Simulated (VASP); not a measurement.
Write the native input for VASP 6.6.1 that does the following.

```
Task                   : single point
Functional             : PBE
Potentials or basis    : VASP PAW PBE potentials, release 64 (Zr_sv, Si)
Cutoff                 : 500 eV
k mesh                 : 5 × 5 × 3
Occupations            : gaussian, width 0.2 eV
Spin                   : no spin polarisation
Dipole correction      : no
Further INCAR settings : ALGO = Normal; EDIFF = 1e-06; NBANDS = 29
```

The structure of ZrSi2 lies in POSCAR:

```
ZrSi2
1.0
    3.7843323719      0.0000000000      0.0000000000
    0.0000000000      3.7843323719      0.0000000000
    0.0000000000      0.0000000000      7.1726678149
Zr Si
2 4
Direct
    0.0000000000      0.5000000000      0.6949085291
    0.5000000000      0.0000000000      0.3050914709
    0.0000000000      0.0000000000      0.0000000000
    0.5000000000      0.5000000000      0.0000000000
    0.0000000000      0.5000000000      0.3144276557
    0.5000000000      0.0000000000      0.6855723443
```

The cell was generated, and may not be a known phase.

These files were run (other wordings do the same):

INCAR

```
PREC     = Accurate       # precision mode
ENCUT    = 500            # plane-wave cutoff, eV
EDIFF    = 1E-6           # SCF threshold, eV
ISMEAR   = 0              # smearing method
SIGMA    = 0.2            # smearing width, eV
LREAL    = F              # projectors in reciprocal space
LASPH    = T              # aspherical terms in the spheres
NELM     = 120            # most SCF steps
ALGO     = Normal         # electronic algorithm
ISIF     = 2              # what is computed and relaxed
LWAVE    = F              # write WAVECAR
LCHARG   = F              # write CHGCAR
GGA      = PE             # functional
NBANDS   = 29             # bands
GGA_COMPAT= F
```

KPOINTS

```
Automatic mesh
0
Gamma
  5 5 3
```

Potentials or basis: VASP PAW PBE potentials, release 64 (Zr_sv, Si).

Command:

```console
$ cat potpaw_PBE.64/Zr_sv/POTCAR potpaw_PBE.64/Si/POTCAR > POTCAR
$ mpirun -np 1 vasp_std > vasp.out
```

It gave:

| Quantity | Value |
| --- | --- |
| Pressure | 0.2 GPa |
| Largest force | 0.046 eV/Å |
| Band gap on the k mesh | zero (bands 20 and 21 overlap by 0.36 eV) |

Run time: 34 s on 1 thread of Intel Xeon 8259CL, on a shared host, peak memory 0.2 GiB.
